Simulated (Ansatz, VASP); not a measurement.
## Two plane-wave programs on SiC

```
Si C
1.0
     3.07600    0.00000    0.00000
    -1.53800    2.66389    0.00000
     0.00000    0.00000    5.04800
Si C
2 2
Direct
  0.66667 0.33333 0.50000
  0.33333 0.66667 0.00000
  0.66667 0.33333 0.88500
  0.33333 0.66667 0.38500
```

Alike in both runs: task single point; functional PBEsol; dispersion D4; k mesh 10 × 10 × 5; occupations fermi-dirac, width 0.05 eV; no spin polarisation.

|  | VASP | Ansatz |
| --- | --- | --- |
| version | VASP 6.6.1 | Ansatz 0.2.0 |
| potentials or method | VASP PAW PBE potentials, release 64 (Si, C) | Ansatz PAW |
| plane-wave cutoff (eV) | 520 | 420 |
| valence electrons in the cell | 16 | 16 |

|  | VASP | Ansatz | Ansatz less VASP |
| --- | --- | --- | --- |
| gap on the k mesh at the Fermi level (eV) | 2.32 | 2.33 | +0.009 |
| least direct gap on the mesh (eV) | 3.96 | 3.96 | +0.008 |
| pressure (GPa) | -1.8 | -2.2 | -0.35 |
| traceless stress, the component that is largest in VASP (GPa) | -3.22 | -3.17 | +0.049 |
| rms of the force components (eV/Å) | 0.429 | 0.427 | -0.0023 |

VASP's potentials were made for PBE, not for PBEsol. Atom by atom the forces differ by 0.002 eV/Å (rms over components).

Noted on Ansatz's run: odd divisions of the mesh miss points on the zone boundary, where band edges often lie, so the gap on the mesh can be too wide.
